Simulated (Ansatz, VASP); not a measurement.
**One calculation of SrTl, two programs**

```
CELL_PARAMETERS angstrom
3.83040 0.00000 0.00000
0.00000 3.83040 0.00000
0.00000 0.00000 3.83040
ATOMIC_POSITIONS crystal
Sr 0.00000 0.00000 0.00000
Tl 0.50000 0.50000 0.50000
```

Change from the starting cell: strain -0.050 along x and y, -0.050 along z, atoms carried along.

Alike in both runs: task single point; functional LDA; k mesh 12 × 12 × 12; occupations gaussian, width 0.15 eV; no spin polarisation.

|  | VASP | Ansatz |
| --- | --- | --- |
| version | VASP 6.6.1 | Ansatz 0.2.0 |
| potentials or method | VASP PAW LDA potentials, release 64 (Sr_sv, Tl_d), cutoff 520 eV | scalar-relativistic, plane waves, PAW |
| valence electrons in the cell | 23 | 23 |

Ansatz gave:

* gap on the k mesh at the Fermi level (eV): none
* pressure (GPa): 4.0

Problem. Which values does VASP return?

Solution. gap on the k mesh at the Fermi level (eV): none; pressure (GPa): 4.2.

LDA's correlation is that of Perdew and Zunger in VASP and of Perdew and Wang (1992) in Ansatz. A gap of «none» marks a metal or a gap that the smearing closes.

Spin-orbit coupling is off throughout.
